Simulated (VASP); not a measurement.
# ScF3 in VASP: notebook, part 2 of 2

VASP 6.6.1.

## Step 4: Electric field gradients, LDA (equal xy, yz and zx shear strains of +2 %)

The input, INCAR:

```
  ALGO = Normal
  EDIFF = 1E-8
  ENCUT = 520
  ISIF = 2
  ISMEAR = -1
  LASPH = True
  LCHARG = False
  LEFG = True
  LREAL = False
  LWAVE = False
  NBANDS = 24
  NELM = 80
  PREC = Accurate
  SIGMA = 0.02
```

The input, KPOINTS:

```
k-points
0
Gamma
  6 6 6
```

The input, POSCAR:

```
ScF3
1.0
    4.0124500000      0.0401245000      0.0401245000
    0.0401245000      4.0124500000      0.0401245000
    0.0401245000      0.0401245000      4.0124500000
Sc F
1 3
Direct
    0.0000000000      0.0000000000      0.0000000000
    0.5000000000      0.0000000000      0.0000000000
    0.0000000000      0.5000000000      0.0000000000
    0.0000000000      0.0000000000      0.5000000000
```

Potentials or basis: VASP PAW LDA potentials, release 64 (Sc_sv, F).

Run with:

```sh
> cat potpaw_LDA.64/Sc_sv/POTCAR potpaw_LDA.64/F/POTCAR > POTCAR
> mpirun -np 1 vasp_std > vasp.out
```

OUTCAR:

```text
EDIFF = 1E-8
   ENCUT = 520
   ISIF = 2
   ISMEAR = -1
   LASPH = True
   LREAL = False
   NELM = 80
   PREC = Accurate

 ion  position               nearest neighbor table
   1  0.000  0.000  0.000-   4 2.01   4 2.01   2 2.01   3 2.01   3 2.01   2 2.01
   2  0.500  0.000  0.000-   1 2.01   1 2.01
   3  0.000  0.500  0.000-   1 2.01   1 2.01
   4  0.000  0.000  0.500-   1 2.01   1 2.01

  LATTYP: Found a trigonal (rhomboedric) cell.
 ALAT       =     4.0128512249
 COS(alpha) =     0.0200959808

  Lattice vectors:

 A1 = (   4.0124500000,   0.0401245000,   0.0401245000)
[... 874 lines left out ...]
 ion       V_xx      V_yy      V_zz      V_xy      V_xz      V_yz
---------------------------------------------------------------------
   1      -0.000     0.000    -0.000    -3.533    -3.533    -3.533
   2      55.752   -27.876   -27.876     2.033     2.033    -0.622
   3     -27.876    55.752   -27.876     2.033    -0.622     2.033
   4     -27.876   -27.876    55.752    -0.622     2.033     2.033
---------------------------------------------------------------------

 Electric field gradients after diagonalization (V/A^2)
 (convention: |V_zz| > |V_xx| > |V_yy|)
----------------------------------------------------------------------
 ion       V_xx      V_yy      V_zz     asymmetry (V_yy - V_xx)/ V_zz
----------------------------------------------------------------------
   1       3.533     3.533    -7.066       0.000
   2     -28.596   -27.254    55.850       0.024
   3     -28.596   -27.254    55.850       0.024
   4     -28.596   -27.254    55.850       0.024
----------------------------------------------------------------------

           NMR quadrupolar parameters

 Cq : quadrupolar parameter    Cq=e*Q*V_zz/h
 eta: asymmetry parameters     (V_yy - V_xx)/ V_zz
 Q  : nuclear electric quadrupole moment in mb (millibarn)
----------------------------------------------------------------------
 ion       Cq(MHz)       eta       Q (mb)
----------------------------------------------------------------------
   1      -0.017       0.000       1.000
   2       0.135       0.024       1.000
   3       0.135       0.024       1.000
   4       0.135       0.024       1.000
----------------------------------------------------------------------
```

Wall time 82 s (1 thread of Intel Xeon Platinum 8375C at 2.90GHz (Ice Lake), shared host); peak memory 0.17 GiB.

What came out:

```
Free energy            : -29.5750 eV
Pressure               : -2.3 GPa
Band gap on the k mesh : 6.17 eV, indirect (least direct gap 6.67 eV)
```

Electric field gradients, principal values (V/Å²):
```
atom    least   middle  greatest (by size)
1 Sc    3.533    3.533              -7.066
 2 F  -27.254  -28.596              55.850
 3 F  -27.254  -28.596              55.850
 4 F  -27.254  -28.596              55.850
```

Caveat: the cell differs from its parent crystal (equal xy, yz and zx shear strains of +2 %); without QUAD_EFG the Cq values of the log hold for a quadrupole moment of 1 mb, not for the nuclei.

## Step 5: Electric field gradients, LDA (equal xx and yy strain of +1 %)

The input, INCAR:

```
SYSTEM = ScF3
PREC = Accurate
ENCUT = 520
EDIFF = 1E-8
ISMEAR = -1
SIGMA = 0.02
LREAL = .FALSE.
LASPH = .TRUE.
NELM = 80
ALGO = Normal
ISIF = 2
LWAVE = .FALSE.
LCHARG = .FALSE.
LEFG = .TRUE.
NBANDS = 24
```

The input, KPOINTS:

```
regular mesh
0
G
  6 6 6
  0 0 0
```

The input, POSCAR:

```
ScF3
1.0
    4.0525745000      0.0000000000      0.0000000000
    0.0000000000      4.0525745000      0.0000000000
    0.0000000000      0.0000000000      4.0124500000
Sc F
1 3
Direct
    0.0000000000      0.0000000000      0.0000000000
    0.5000000000      0.0000000000      0.0000000000
    0.0000000000      0.5000000000      0.0000000000
    0.0000000000      0.0000000000      0.5000000000
```

Potentials or basis: VASP PAW LDA potentials, release 64 (Sc_sv, F).

Run with:

```sh
> cat potpaw_LDA.64/Sc_sv/POTCAR potpaw_LDA.64/F/POTCAR > POTCAR
> mpirun -np 1 vasp_std > vasp.out
```

OUTCAR:

```text
SYSTEM = ScF3
   PREC = Accurate
   ENCUT = 520
   EDIFF = 1E-8
   ISMEAR = -1
   LREAL = .FALSE.
   LASPH = .TRUE.
   NELM = 80
   ISIF = 2

 ion  position               nearest neighbor table
   1  0.000  0.000  0.000-   4 2.01   4 2.01   2 2.03   3 2.03   3 2.03   2 2.03
   2  0.500  0.000  0.000-   1 2.03   1 2.03
   3  0.000  0.500  0.000-   1 2.03   1 2.03
   4  0.000  0.000  0.500-   1 2.01   1 2.01

  LATTYP: Found a simple tetragonal cell.
 ALAT       =     4.0525745000
 C/A-ratio  =     0.9900990099

  Lattice vectors:

 A1 = (   4.0525745000,   0.0000000000,   0.0000000000)
 A2 = (   0.0000000000,   4.0525745000,   0.0000000000)
 A3 = (   0.0000000000,   0.0000000000,   4.0124500000)

Analysis of symmetry for initial positions (statically):
=====================================================================
 Subroutine PRICEL returns:
 Original cell was already a primitive cell.

 Routine SETGRP: Setting up the symmetry group for a
 simple tetragonal supercell.

 Subroutine GETGRP returns: Found 16 space group operations
 (whereof 16 operations were pure point group operations)
 out of a pool of 16 trial point group operations.

The static configuration has the point symmetry D_4h.

Analysis of symmetry for dynamics (positions and initial velocities):
=====================================================================
 Subroutine PRICEL returns:
 Original cell was already a primitive cell.

[... 810 lines left out ...]
     23       8.0889      0.00000
     24       9.9146      0.00000

 [... further k-points ...]

------------------------ aborting loop because EDIFF is reached ----------------------------------------

  FORCE on cell =-STRESS in cart. coord.  units (eV):
  Direction    XX          YY          ZZ          XY          YZ          ZX
  --------------------------------------------------------------------------------------
  -------------------------------------------------------------------------------------
  Total       -2.0085300     -2.0085300     -1.0780104      0.0000000      0.0000000      0.0000000
  in kB      -48.8334339    -48.8334339    -26.2096907      0.0000000      0.0000000      0.0000000
  external PRESSURE =     -41.2921861 kB  Pullay stress =       0.0000000 kB

 VOLUME and BASIS-vectors are now :
 -----------------------------------------------------------------------------
  energy-cutoff  :      520.00
  volume of cell :       65.90
      direct lattice vectors                 reciprocal lattice vectors
     4.052574500  0.000000000  0.000000000     0.246756722  0.000000000  0.000000000
     0.000000000  4.052574500  0.000000000     0.000000000  0.246756722  0.000000000
     0.000000000  0.000000000  4.012450000     0.000000000  0.000000000  0.249224289

 POSITION                                       TOTAL-FORCE (eV/Angst)
 -----------------------------------------------------------------------------------
      0.00000      0.00000      0.00000         0.000000      0.000000      0.000000
      2.02629      0.00000      0.00000         0.000000      0.000000      0.000000
      0.00000      2.02629      0.00000         0.000000      0.000000      0.000000
      0.00000      0.00000      2.00623         0.000000      0.000000      0.000000
 -----------------------------------------------------------------------------------
    total drift:                                0.000000      0.000000      0.000000

  FREE ENERGIE OF THE ION-ELECTRON SYSTEM (eV)
  ---------------------------------------------------
  free  energy   TOTEN  =       -29.5523487357 eV

  energy  without entropy=      -29.5523487357  energy(sigma->0) =      -29.55234874

 Electric field gradients (V/A^2)
---------------------------------------------------------------------
 ion       V_xx      V_yy      V_zz      V_xy      V_xz      V_yz
---------------------------------------------------------------------
   1       3.671     3.671    -7.342    -0.000     0.000    -0.000
   2      60.088   -29.796   -30.292     0.000     0.000    -0.000
   3     -29.796    60.088   -30.292     0.000     0.000     0.000
   4     -28.156   -28.156    56.313     0.000     0.000    -0.000
---------------------------------------------------------------------

 Electric field gradients after diagonalization (V/A^2)
 (convention: |V_zz| > |V_xx| > |V_yy|)
----------------------------------------------------------------------
 ion       V_xx      V_yy      V_zz     asymmetry (V_yy - V_xx)/ V_zz
----------------------------------------------------------------------
   1       3.671     3.671    -7.342       0.000
   2     -30.292   -29.796    60.088       0.008
   3     -30.292   -29.796    60.088       0.008
   4     -28.156   -28.156    56.313       0.000
----------------------------------------------------------------------

           NMR quadrupolar parameters

 Cq : quadrupolar parameter    Cq=e*Q*V_zz/h
 eta: asymmetry parameters     (V_yy - V_xx)/ V_zz
 Q  : nuclear electric quadrupole moment in mb (millibarn)
----------------------------------------------------------------------
 ion       Cq(MHz)       eta       Q (mb)
----------------------------------------------------------------------
   1      -0.018       0.000       1.000
   2       0.145       0.008       1.000
   3       0.145       0.008       1.000
   4       0.136       0.000       1.000
----------------------------------------------------------------------
```

OSZICAR:

```text
N       E                     dE             d eps       ncg     rms          rms(c)
DAV:   1     0.398459969304E+03    0.39846E+03   -0.15149E+04  1928   0.137E+03
DAV:   2     0.177789046004E+01   -0.39668E+03   -0.37135E+03  2552   0.428E+02
DAV:   3    -0.335325330287E+02   -0.35310E+02   -0.34968E+02  2792   0.151E+02
DAV:   4    -0.340860314660E+02   -0.55350E+00   -0.55329E+00  2352   0.182E+01
DAV:   5    -0.341022290555E+02   -0.16198E-01   -0.16196E-01  2584   0.314E+00    0.158E+01
DAV:   6    -0.297412647285E+02    0.43610E+01   -0.12442E+01  2888   0.480E+01    0.705E+00
DAV:   7    -0.296204586132E+02    0.12081E+00   -0.80203E-01  2384   0.658E+00    0.405E+00
DAV:   8    -0.295601839378E+02    0.60275E-01   -0.27344E-01  2952   0.567E+00    0.771E-01
DAV:   9    -0.295636111171E+02   -0.34272E-02   -0.17178E-01  2272   0.291E+00    0.102E+00
DAV:  10    -0.295522880863E+02    0.11323E-01   -0.54409E-02  2728   0.212E+00    0.177E-01
DAV:  11    -0.295523342813E+02   -0.46195E-04   -0.11899E-03  2664   0.571E-01    0.466E-02
DAV:  12    -0.295523509434E+02   -0.16662E-04   -0.13443E-04  2560   0.218E-01    0.143E-02
DAV:  13    -0.295523481235E+02    0.28198E-05   -0.17700E-05  2536   0.797E-02    0.142E-02
DAV:  14    -0.295523498220E+02   -0.16985E-05   -0.32252E-06  2440   0.355E-02    0.770E-03
DAV:  15    -0.295523487312E+02    0.10908E-05   -0.25638E-06  2824   0.223E-02    0.116E-03
DAV:  16    -0.295523487426E+02   -0.11401E-07   -0.11472E-07  2304   0.295E-03    0.977E-04
DAV:  17    -0.295523487357E+02    0.69135E-08   -0.96615E-09  1656   0.190E-03
   1 F= -.29552349E+02 E0= -.29552349E+02  d E =-.265578E-10
```

stdout:

```text
POSCAR found type information on POSCAR ScF
 POSCAR found :  2 types and       4 ions
 scaLAPACK will be used
 LDA part: xc-table for (Slater(with rela. corr.)+CA(PZ))
 , standard interpolation
 POSCAR, INCAR and KPOINTS ok, starting setup
 FFT: planning ... GRIDC
 FFT: planning ... GRID_SOFT
 FFT: planning ... GRID
 WAVECAR not read
 entering main loop
ion   1

ion   2

ion   3

ion   4
```

Run time: 96 s. Hardware: 1 thread of Intel Xeon Platinum 8375C at 2.90GHz (Ice Lake), shared host; peak memory 0.18 GiB.

What came out:

```yaml
Free_energy: -29.5523 eV
Pressure: -4.1 GPa
Band_gap_on_the_k_mesh: 6.05 eV, indirect (least direct gap 6.59 eV)
```

Stress tensor (GPa, compression positive):
```
-4.88  0.00  0.00
 0.00 -4.88  0.00
 0.00  0.00 -2.62
```

Levels at points of the mesh, in eV from the valence-band top:
| k point | band 13 | band 14 | band 15 | band 16 | band 17 | band 18 | band 19 | band 20 |
| --- | --- | --- | --- | --- | --- | --- | --- | --- |
| (0.00, 0.00, 0.00) | -0.56 | -0.55 | -0.54 | -0.54 | 6.05 | 6.05 | 6.05 | 7.52 |
| (0.50, 0.00, 0.00) | -1.12 | -0.73 | -0.62 | -0.55 | 6.09 | 6.92 | 6.92 | 7.78 |
| (0.50, 0.50, 0.00) | -1.10 | -1.05 | -1.05 | -0.01 | 6.95 | 6.95 | 7.57 | 8.45 |
| (0.00, 0.00, 0.50) | -1.22 | -0.69 | -0.53 | -0.53 | 6.10 | 6.97 | 6.97 | 7.73 |
| (0.50, 0.00, 0.50) | -1.10 | -0.93 | -0.92 | -0.05 | 6.96 | 7.00 | 7.61 | 8.37 |
| (0.50, 0.50, 0.50) | -2.20 | -0.05 | -0.05 | 0.00 | 7.62 | 7.65 | 7.65 | 10.43 |

Electric field gradients, principal values (V/Å²):
| atom | least | middle | greatest (by size) |
| --- | --- | --- | --- |
| 1 Sc | 3.671 | 3.671 | -7.342 |
| 2 F | -29.796 | -30.292 | 60.088 |
| 3 F | -29.796 | -30.292 | 60.088 |
| 4 F | -28.156 | -28.156 | 56.313 |

Caveat: the cell differs from its parent crystal (equal xx and yy strain of +1 %); without QUAD_EFG the Cq values of the log hold for a quadrupole moment of 1 mb, not for the nuclei.

## Step 6: Electric field gradients, LDA (equal xx and yy strain of +1 %)

The input, INCAR:

```
PREC     = Accurate       # precision mode
ENCUT    = 520            # plane-wave cutoff, eV
EDIFF    = 1E-8           # SCF threshold, eV
ISMEAR   = -1             # smearing method
SIGMA    = 0.02           # smearing width, eV
LREAL    = F              # projectors in reciprocal space
LASPH    = T              # aspherical terms in the spheres
NELM     = 100            # most SCF steps
ALGO     = Normal         # electronic algorithm
ISIF     = 2              # what is computed and relaxed
LWAVE    = F              # write WAVECAR
LCHARG   = F              # write CHGCAR
LEFG     = T            
NBANDS   = 24             # bands
```

The input, KPOINTS:

```
Automatic mesh
0
Gamma
  6 6 6
```

POSCAR is that of step 5.

Potentials or basis: VASP PAW LDA potentials, release 64 (Sc_sv, F).

Run with:

```sh
> cat potpaw_LDA.64/Sc_sv/POTCAR potpaw_LDA.64/F/POTCAR > POTCAR
> mpirun -np 1 vasp_std > vasp.out
```

OUTCAR:

```text
PREC = Accurate
   ENCUT = 520
   EDIFF = 1E-8
   ISMEAR = -1
   LREAL = F
   LASPH = T
   NELM = 100
   ISIF = 2

 ion  position               nearest neighbor table
   1  0.000  0.000  0.000-   4 2.01   4 2.01   2 2.03   3 2.03   3 2.03   2 2.03
   2  0.500  0.000  0.000-   1 2.03   1 2.03
   3  0.000  0.500  0.000-   1 2.03   1 2.03
   4  0.000  0.000  0.500-   1 2.01   1 2.01

  LATTYP: Found a simple tetragonal cell.
 ALAT       =     4.0525745000
 C/A-ratio  =     0.9900990099

  Lattice vectors:

[... 871 lines left out ...]

 Electric field gradients (V/A^2)
---------------------------------------------------------------------
 ion       V_xx      V_yy      V_zz      V_xy      V_xz      V_yz
---------------------------------------------------------------------
   1       3.671     3.671    -7.342    -0.000     0.000    -0.000
   2      60.088   -29.796   -30.292     0.000     0.000    -0.000
   3     -29.796    60.088   -30.292     0.000     0.000     0.000
   4     -28.156   -28.156    56.313     0.000     0.000    -0.000
---------------------------------------------------------------------

 Electric field gradients after diagonalization (V/A^2)
 (convention: |V_zz| > |V_xx| > |V_yy|)
----------------------------------------------------------------------
 ion       V_xx      V_yy      V_zz     asymmetry (V_yy - V_xx)/ V_zz
----------------------------------------------------------------------
   1       3.671     3.671    -7.342       0.000
   2     -30.292   -29.796    60.088       0.008
   3     -30.292   -29.796    60.088       0.008
   4     -28.156   -28.156    56.313       0.000
----------------------------------------------------------------------

           NMR quadrupolar parameters

 Cq : quadrupolar parameter    Cq=e*Q*V_zz/h
 eta: asymmetry parameters     (V_yy - V_xx)/ V_zz
 Q  : nuclear electric quadrupole moment in mb (millibarn)
----------------------------------------------------------------------
 ion       Cq(MHz)       eta       Q (mb)
----------------------------------------------------------------------
   1      -0.018       0.000       1.000
   2       0.145       0.008       1.000
   3       0.145       0.008       1.000
   4       0.136       0.000       1.000
----------------------------------------------------------------------
```

stdout:

```text
POSCAR found type information on POSCAR ScF
 POSCAR found :  2 types and       4 ions
 scaLAPACK will be used
 LDA part: xc-table for (Slater(with rela. corr.)+CA(PZ))
 , standard interpolation
 POSCAR, INCAR and KPOINTS ok, starting setup
 FFT: planning ... GRIDC
 FFT: planning ... GRID_SOFT
 FFT: planning ... GRID
 WAVECAR not read
 entering main loop
ion   1

ion   2

ion   3

ion   4
```

Wall time 98 s (1 thread of Intel Xeon Platinum 8375C at 2.90GHz (Ice Lake), shared host); peak memory 0.18 GiB.

What came out:

* Free energy: -29.5523 eV
* Pressure: -4.1 GPa
* Band gap on the k mesh: 6.05 eV, indirect (least direct gap 6.59 eV)

Stress tensor (GPa, compression positive):
```
-4.88  0.00  0.00
 0.00 -4.88  0.00
 0.00  0.00 -2.62
```

Electric field gradients, principal values (V/Å²):
| atom | least | middle | greatest (by size) |
| --- | --- | --- | --- |
| 1 Sc | 3.671 | 3.671 | -7.342 |
| 2 F | -29.796 | -30.292 | 60.088 |
| 3 F | -29.796 | -30.292 | 60.088 |
| 4 F | -28.156 | -28.156 | 56.313 |

Caveat: the cell differs from its parent crystal (equal xx and yy strain of +1 %); without QUAD_EFG the Cq values of the log hold for a quadrupole moment of 1 mb, not for the nuclei.

## Step 7: Summary

| cell | gap on the mesh (eV) | pressure (GPa) |
| --- | --- | --- |
| a = 4.013 Å, angles 89.4°, 4 atoms | 6.18 | -2.3 |
| a = 4.013 Å, angles 88.8°, 4 atoms | 6.17 | -2.3 |
| a = 4.053, b = 4.053, c = 4.012 Å, 4 atoms | 6.05 | -4.1 |

Alike in all rows: task electric field gradients; level LDA; potentials or basis VASP PAW LDA potentials, release 64 (Sc_sv, F); no spin polarisation; k mesh 6 × 6 × 6; cutoff (eV) 520; smearing fermi-dirac 0.02 eV.

Absolute energies hang on the potentials; compare differences alone.
